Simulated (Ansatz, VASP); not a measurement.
# Te2I3 in VASP and in Ansatz

```xyz
5
Lattice="5.0957 0.0000 0.0000 0.0000 5.0957 0.0000 0.0000 0.0000 8.4718" Properties=species:S:1:pos:R:3 pbc="T T T"
Te    2.5479    0.0000    8.2952
Te    0.0000    2.5479    8.2952
I     2.5479    0.0000    4.9911
I     0.0000    2.5479    4.9911
I     2.5479    2.5479    2.3649
```

Alike in both runs: task single point; functional PBE; k mesh 4 × 4 × 2; occupations gaussian, width 0.1 eV; no spin polarisation.

|  | VASP | Ansatz |
| --- | --- | --- |
| version | VASP 6.6.1 | Ansatz 0.2.0 |
| potentials or method | VASP PAW PBE potentials, release 64 (Te, I), cutoff 520 eV | scalar-relativistic, plane waves, PAW |
| valence electrons in the cell | 33 | 83 |

|  | VASP | Ansatz | Ansatz less VASP |
| --- | --- | --- | --- |
| gap on the k mesh at the Fermi level (eV) | none | none | - |
| pressure (GPa) | -3.0 | -2.9 | +0.02 |
| traceless stress, the component that is largest in VASP (GPa) | 0.30 | 0.32 | +0.016 |
| rms of the force components (eV/Å) | 0.422 | 0.421 | -0.0013 |

Atom by atom the forces differ by 0.001 eV/Å (rms over components). A gap of «none» marks a metal or a gap that the smearing closes. VASP's potentials hold 33 valence electrons a cell and Ansatz's 83, so a difference there can come from the potentials and not from the codes.

The k mesh is coarse, so the values compare programs but aren't converged. Spin-orbit coupling is off throughout.
